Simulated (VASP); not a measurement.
Input of a VASP 6.6.1 run:

File INCAR:

```
SYSTEM = SiC
PREC     = Accurate       ! precision mode
ENCUT    = 520            ! plane-wave cutoff, eV
EDIFF    = 1E-8           ! SCF threshold, eV
ISMEAR   = 0              ! smearing method
SIGMA    = 0.01           ! smearing width, eV
LREAL    = Auto         
LASPH    = .True.         ! aspherical terms in the spheres
NELM     = 60             ! most SCF steps
ALGO     = Normal         ! electronic algorithm
ISIF     = 2              ! what is computed and relaxed
LWAVE    = .False.        ! write WAVECAR
LCHARG   = .False.        ! write CHGCAR
GGA      = PE             ! functional
LEFG     = .True.       
NBANDS   = 86             ! bands
```

File KPOINTS:

```
regular mesh
0
Gamma
  4 4 2
  0 0 0
```

Contents of POSCAR:

```
SiC
1.0
    6.1520000000      0.0000000000      0.0000000000
   -3.0760000000      5.3277882840      0.0000000000
    0.0000000000      0.0000000000     10.0960000000
Si C
16 16
Direct
    0.1666666667      0.3333333333      0.0022474430
    0.1666666667      0.3333333333      0.5022474430
    0.1666666667      0.8333333333      0.0022474430
    0.1666666667      0.8333333333      0.5022474430
    0.6666666667      0.3333333333      0.0022474430
    0.6666666667      0.3333333333      0.5022474430
    0.6666666667      0.8333333333      0.0022474430
    0.6666666667      0.8333333333      0.5022474430
    0.3333333333      0.1666666667      0.2522474430
    0.3333333333      0.1666666667      0.7522474430
    0.3333333333      0.6666666667      0.2522474430
    0.3333333333      0.6666666667      0.7522474430
    0.8333333333      0.1666666667      0.2522474430
    0.8333333333      0.1666666667      0.7522474430
    0.8333333333      0.6666666667      0.2522474430
    0.8333333333      0.6666666667      0.7522474430
    0.1666666667      0.3333333333      0.1902525570
    0.1666666667      0.3333333333      0.6902525570
    0.1666666667      0.8333333333      0.1902525570
    0.1666666667      0.8333333333      0.6902525570
    0.6666666667      0.3333333333      0.1902525570
    0.6666666667      0.3333333333      0.6902525570
    0.6666666667      0.8333333333      0.1902525570
    0.6666666667      0.8333333333      0.6902525570
    0.3333333333      0.1666666667      0.4402525570
    0.3333333333      0.1666666667      0.9402525570
    0.3333333333      0.6666666667      0.4402525570
    0.3333333333      0.6666666667      0.9402525570
    0.8333333333      0.1666666667      0.4402525570
    0.8333333333      0.1666666667      0.9402525570
    0.8333333333      0.6666666667      0.4402525570
    0.8333333333      0.6666666667      0.9402525570
```

Potentials or basis: VASP PAW PBE potentials, release 64 (Si, C).

Launch:

```console
$ cat potpaw_PBE.64/Si/POTCAR potpaw_PBE.64/C/POTCAR > POTCAR
$ mpirun -np 1 vasp_std > vasp.out
```

Q: What does it give for the largest force?

A: 0.020 eV/Å.

Q: Predict the band gap on the k mesh.

A: 2.53 eV.

Q: Predict the pressure.

A: 3.3 GPa.

Forces on the atoms (eV/Å):
```
Si   0.000  0.000  0.020
Si   0.000  0.000  0.020
Si   0.000  0.000  0.020
Si   0.000  0.000  0.020
Si   0.000  0.000  0.020
Si   0.000  0.000  0.020
Si   0.000  0.000  0.020
Si   0.000  0.000  0.020
Si   0.000  0.000  0.020
Si   0.000  0.000  0.020
Si   0.000  0.000  0.020
Si   0.000  0.000  0.020
Si   0.000  0.000  0.020
Si   0.000  0.000  0.020
Si   0.000  0.000  0.020
Si   0.000  0.000  0.020
C    0.000  0.000 -0.020
C    0.000  0.000 -0.020
C    0.000  0.000 -0.020
C    0.000  0.000 -0.020
C    0.000  0.000 -0.020
C    0.000  0.000 -0.020
C    0.000  0.000 -0.020
C    0.000  0.000 -0.020
C    0.000  0.000 -0.020
C    0.000  0.000 -0.020
C    0.000  0.000 -0.020
C    0.000  0.000 -0.020
C    0.000  0.000 -0.020
C    0.000  0.000 -0.020
C    0.000  0.000 -0.020
C    0.000  0.000 -0.020
```

Caveat: the cell stands under pressure; without QUAD_EFG the Cq values of the log hold for a quadrupole moment of 1 mb, not for the nuclei. A k mesh can miss the band edges.
